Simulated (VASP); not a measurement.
# SbPb (I4/mmm) in VASP: further runs

SbPb is run at these levels: LDA; tasks: single point.

Everything below comes from runs of VASP 6.6.1. Logs are shortened: lines on timing, memory, paths and dates and some standing lists are left out, and cuts for length are marked.

**1. The cell of the first run**

It takes space group I4/mmm (No. 139, tetragonal). Conventional cell: a = 4.584 Å, b = 4.584 Å, c = 5.983 Å, α = 90.00°, β = 90.00°, γ = 90.00°. Within 3.9 Å of Sb (site symmetry 4/mmm) lie 6 Pb at 2.99 to 3.24 Å. Within 3.9 Å of Pb (site symmetry 4/mmm) lie 6 Sb at 2.99 to 3.24 Å.

**2. Single point, LDA (31.42 Å³/atom)**

INCAR

```
PREC     = Accurate       # precision mode
ENCUT    = 520            # plane-wave cutoff, eV
EDIFF    = 1E-6           # SCF threshold, eV
ISMEAR   = 0              # smearing method
SIGMA    = 0.15           # smearing width, eV
LREAL    = F              # projectors in reciprocal space
LASPH    = T              # aspherical terms in the spheres
NELM     = 100            # most SCF steps
ALGO     = Fast           # electronic algorithm
ISIF     = 2              # what is computed and relaxed
LWAVE    = F              # write WAVECAR
LCHARG   = T              # write CHGCAR
GGA      = CA             # functional
LELF     = T              # ELF
LVHAR    = T            
NBANDS   = 16             # bands
```

KPOINTS

```
regular mesh
0
Gamma
  14 14 14
```

POSCAR

```
SbPb
1.0
    0.0000000000      3.2410563984      2.9914950557
    3.2410563984      0.0000000000      2.9914950557
    3.2410563984      3.2410563984      0.0000000000
Sb Pb
1 1
Direct
    0.5000000000      0.5000000000      0.5000000000
    0.0000000000      0.0000000000      0.0000000000
```

Potentials or basis: VASP PAW LDA potentials, release 64 (Sb, Pb_d).

On the command line:

```bash
$ cat potpaw_LDA.64/Sb/POTCAR potpaw_LDA.64/Pb_d/POTCAR > POTCAR
$ mpirun -np 1 vasp_std > vasp.out
```

OUTCAR:

```text
PREC = Accurate
   ENCUT = 520
   EDIFF = 1E-6
   ISMEAR = 0
   LREAL = F
   LASPH = T
   NELM = 100
   ISIF = 2
   GGA = CA

 ion  position               nearest neighbor table
   1  0.500  0.500  0.500-   2 2.99   2 2.99   2 3.24   2 3.24   2 3.24   2 3.24
   2  0.000  0.000  0.000-   1 2.99   1 2.99   1 3.24   1 3.24   1 3.24   1 3.24

  LATTYP: Found a body centered tetragonal cell.
 ALAT       =     4.5835459150
 C/A-ratio  =     1.3053191181

  Lattice vectors:

 A1 = (   0.0000000000,  -3.2410563984,  -2.9914950557)
 A2 = (   0.0000000000,   3.2410563984,  -2.9914950557)
 A3 = (   3.2410563984,   0.0000000000,   2.9914950557)

Analysis of symmetry for initial positions (statically):
=====================================================================
 Subroutine PRICEL returns:
 Original cell was already a primitive cell.

 Routine SETGRP: Setting up the symmetry group for a
 body centered tetragonal supercell.

 Subroutine GETGRP returns: Found 16 space group operations
 (whereof 16 operations were pure point group operations)
 out of a pool of 16 trial point group operations.

The static configuration has the point symmetry D_4h.

Analysis of symmetry for dynamics (positions and initial velocities):
=====================================================================
 Subroutine PRICEL returns:
 Original cell was already a primitive cell.

 Routine SETGRP: Setting up the symmetry group for a
 body centered tetragonal supercell.

 Subroutine GETGRP returns: Found 16 space group operations
 (whereof 16 operations were pure point group operations)
 out of a pool of 16 trial point group operations.

The dynamic configuration has the point symmetry D_4h.

 Subroutine INISYM returns: Found 16 space group operations
 (whereof 16 operations are pure point group operations),
 and found     1 'primitive' translations

----------------------------------------------------------------------------------------

                                     Primitive cell

  volume of cell :      62.8480

  direct lattice vectors                    reciprocal lattice vectors
     0.000000000  3.241056398  2.991495056    -0.154270688  0.154270688  0.167140507
     3.241056398  0.000000000  2.991495056     0.154270688 -0.154270688  0.167140507
     3.241056398  3.241056398  0.000000000     0.154270688  0.154270688 -0.167140507

  length of vectors
     4.410610983  4.410610983  4.583545915     0.274836023  0.274836023  0.274836023

[... 81 lines left out ...]
   LREAL  =      F    real-space projection
   EDIFFG = 0.1E-04   stopping-criterion for IOM
   NSW    =      0    number of steps for IOM
   IBRION =     -1    ionic relax: 0-MD 1-quasi-New 2-CG
   NFREE  =      0    steps in history (QN), initial steepest desc. (CG)
   ISIF   =      2    stress and relaxation
   ISYM   =      2    0-nonsym 1-usesym 2-fastsym
   POTIM  = 0.5000    time-step for ionic-motion
   TEBEG  =    0.0;   TEEND  =   0.0 temperature during run
   PSTRESS=    0.0 pullay stress
   NELECT =      19.0000    total number of electrons
   NUPDOWN=      -1.0000    fix difference up-down
   EMIN   =  10.00;   EMAX   =-10.00  energy-range for DOS
   EFERMI =   0.00;   METHOD = LEGACY
   ISMEAR =     0;   SIGMA  =   0.15  broadening in eV -4-tet -1-fermi 0-gaus
   EFERMI_NEDOS =   21; number of points for ismear=-14 and -15
   IALGO  =     68    algorithm
   IMIX   =      4    mixing-type and parameters
     AMIX     =   0.40;   BMIX     =  1.00
     AMIX_MAG =   1.60;   BMIX_MAG =  1.00
  volume/ion in A,a.u.               =      31.42       212.06
  Fermi-wavevector in a.u.,A,eV,Ry     =   1.098742  2.076320 16.425402  1.207233
  Thomas-Fermi vector in A             =   2.235124
   LORBIT       =      0    0 simple, 1 ext, 2 COOP (PROOUT), +10 PAW based schemes
   GGA     = CA    functional components
   LHFCALC =     F    Hartree Fock is set to
   AEXX    =    0.0000 exact exchange contribution
   IVDW    =     0    specifies the selected vdW correction
   LEPSILON=     F    determine dielectric tensor
   LRPA    =     F    only Hartree local field effects (RPA)
 non-spin polarized calculation
 RMM-DIIS sequential band-by-band and
 Gauss-broadening in eV      SIGMA  =   0.15
  energy-cutoff  :      520.00
  volume of cell :       62.85
 maximum number of plane-waves:      1711
 NGX is ok and might be reduce to    36
   NGX = 17   NGY = 17   NGZ = 17

 number of electron      18.9999996 magnetization

 Free energy of the ion-electron system (eV)
  ---------------------------------------------------
  ext. energy  EPLUGINS =         0.00000000
  ---------------------------------------------------
  free energy    TOTEN  =        -8.84333172 eV

  energy without entropy =       -8.82747180  energy(sigma->0) =       -8.83540176

 E-fermi :   6.1910     XC(G=0):  -9.8691

 val. band max:        6.1856533476   @ k =   0.3571   0.0714   0.1429
 cond. band min:       6.1993902464   @ k =  -0.2143   0.3571   0.2143
 fundamental gap:      0.0137368988
 Fermi energy:         6.1909966765

 k-point     1 :       0.0000    0.0000    0.0000
  band No.  band energies     occupation
      1     -10.5661      2.00000
      2     -10.5196      2.00000
      3     -10.5196      2.00000
      4     -10.5195      2.00000
      5     -10.4915      2.00000
      6      -5.5039      2.00000
[... 433 lines left out ...]
      3     -10.5074      2.00000
      4     -10.4992      2.00000
      5     -10.4948      2.00000
      6      -4.6065      2.00000
[... 8 lines left out ...]
     15      14.3200      0.00000
     16      14.5010      0.00000

 [... further k-points ...]

------------------------ aborting loop because EDIFF is reached ----------------------------------------

  FORCE on cell =-STRESS in cart. coord.  units (eV):
  Direction    XX          YY          ZZ          XY          YZ          ZX
  --------------------------------------------------------------------------------------
  -------------------------------------------------------------------------------------
  Total       -1.7313073     -1.7313073      1.3684574      0.0000000      0.0000000      0.0000000
  in kB      -44.1360319    -44.1360319     34.8859369      0.0000000      0.0000000      0.0000000
  external PRESSURE =     -17.7953756 kB  Pullay stress =       0.0000000 kB

 VOLUME and BASIS-vectors are now :
 -----------------------------------------------------------------------------
  energy-cutoff  :      520.00
  volume of cell :       62.85
      direct lattice vectors                 reciprocal lattice vectors
     0.000000000  3.241056398  2.991495056    -0.154270688  0.154270688  0.167140507
     3.241056398  0.000000000  2.991495056     0.154270688 -0.154270688  0.167140507
     3.241056398  3.241056398  0.000000000     0.154270688  0.154270688 -0.167140507

 POSITION                                       TOTAL-FORCE (eV/Angst)
 -----------------------------------------------------------------------------------
      3.24106      3.24106      2.99150        -0.000000      0.000000      0.000000
      0.00000      0.00000      0.00000         0.000000     -0.000000      0.000000
 -----------------------------------------------------------------------------------
    total drift:                               -0.000000      0.000000      0.000000

  FREE ENERGIE OF THE ION-ELECTRON SYSTEM (eV)
  ---------------------------------------------------
  free  energy   TOTEN  =        -8.8433317157 eV

  energy  without entropy=       -8.8274718010  energy(sigma->0) =       -8.83540176
```

OSZICAR:

```text
N       E                     dE             d eps       ncg     rms          rms(c)
DAV:   1     0.143014641814E+03    0.14301E+03   -0.83447E+03  7816   0.111E+03
DAV:   2    -0.499939755110E+00   -0.14351E+03   -0.14008E+03  8840   0.303E+02
DAV:   3    -0.867659680594E+01   -0.81767E+01   -0.80971E+01 10024   0.784E+01
DAV:   4    -0.887574672364E+01   -0.19915E+00   -0.19909E+00  9512   0.150E+01
DAV:   5    -0.888527502556E+01   -0.95283E-02   -0.95282E-02 11232   0.279E+00    0.208E+00
RMM:   6    -0.884874618417E+01    0.36529E-01   -0.42373E-02  8826   0.222E+00    0.123E+00
RMM:   7    -0.884389128237E+01    0.48549E-02   -0.19271E-02  9351   0.105E+00    0.400E-01
RMM:   8    -0.884320109417E+01    0.69019E-03   -0.35386E-03  9789   0.907E-01    0.365E-02
RMM:   9    -0.884331868592E+01   -0.11759E-03   -0.15454E-03 11756   0.355E-01    0.317E-02
RMM:  10    -0.884333115968E+01   -0.12474E-04   -0.34476E-04 11519   0.217E-01    0.189E-02
RMM:  11    -0.884333073612E+01    0.42356E-06   -0.67927E-05 10307   0.878E-02    0.684E-03
RMM:  12    -0.884333174590E+01   -0.10098E-05   -0.16526E-05 11025   0.380E-02    0.421E-03
RMM:  13    -0.884333171574E+01    0.30162E-07   -0.18429E-06  6128   0.169E-02
   1 F= -.88433317E+01 E0= -.88354018E+01  d E =-.158599E-01
```

Wall time 4.8 min (1 thread of Oxide Virtual Turin-like, shared host); peak memory 0.34 GiB.

What came out:

- Free energy: -8.8433 eV
- Pressure: -1.8 GPa
- Band gap on the k mesh: zero (an odd number of electrons rules out a gap without spin polarisation)

Stress tensor (GPa, compression positive):
```
-4.41  0.00  0.00
 0.00 -4.41  0.00
 0.00  0.00  3.49
```

Caveat: the stress differs along the axes, from -4 to 3 GPa; spin-orbit coupling is left out, which moves the levels of the heavy elements.

**3. Single point, LDA (31.42 Å³/atom)**

INCAR

```
PREC     = Accurate       # precision mode
ENCUT    = 520            # plane-wave cutoff, eV
EDIFF    = 1E-7           # SCF threshold, eV
ISMEAR   = 0              # smearing method
SIGMA    = 0.15           # smearing width, eV
LREAL    = F              # projectors in reciprocal space
LASPH    = T              # aspherical terms in the spheres
NELM     = 60             # most SCF steps
ALGO     = Fast           # electronic algorithm
ISIF     = 2              # what is computed and relaxed
LWAVE    = F              # write WAVECAR
LCHARG   = F              # write CHGCAR
NBANDS   = 16             # bands
```

KPOINTS is that of step 2.

POSCAR

```
SbPb
1.0
    0.0000000000      3.0723983048      3.3289435633
    3.0723983048      0.0000000000      3.3289435633
    3.0723983048      3.0723983048      0.0000000000
Sb Pb
1 1
Direct
    0.5000000000      0.5000000000      0.5000000000
    0.0000000000      0.0000000000      0.0000000000
```

Potentials or basis: VASP PAW LDA potentials, release 64 (Sb, Pb_d).

On the command line:

```bash
$ cat potpaw_LDA.64/Sb/POTCAR potpaw_LDA.64/Pb_d/POTCAR > POTCAR
$ mpirun -np 1 vasp_std > vasp.out
```

Run time: 3.6 min. Hardware: 1 thread of Oxide Virtual Turin-like, shared host; peak memory 0.34 GiB.

The run converged. Its results:

```
Free energy            : -8.8603 eV
Pressure               : -1.9 GPa
Band gap on the k mesh : zero (an odd number of electrons rules out a gap without spin polarisation)
```

Stress tensor (GPa, compression positive):
```
-0.06  0.00  0.00
 0.00 -0.06  0.00
 0.00  0.00 -5.50
```

Levels at points of the mesh, in eV from the Fermi level:
```tsv
k point	band 6	band 7	band 8	band 9	band 10	band 11	band 12	band 13	band 14	band 15
(0.00, 0.00, 0.00)	-11.70	-4.05	-0.97	-0.97	0.01	3.20	5.24	5.24	5.56	6.07
(0.50, 0.00, 0.00)	-9.27	-8.90	-0.16	0.27	0.74	1.06	1.39	1.53	9.07	9.31
(0.50, 0.50, 0.00)	-9.87	-6.03	-4.51	-2.40	-2.40	3.31	6.76	6.76	7.65	10.71
(0.50, 0.00, 0.50)	-8.91	-7.04	-4.68	-3.10	-2.13	3.06	5.37	7.58	8.78	10.01
```

Caveat: the stress differs along the axes, from -6 to -0 GPa; spin-orbit coupling is left out, which moves the levels of the heavy elements.
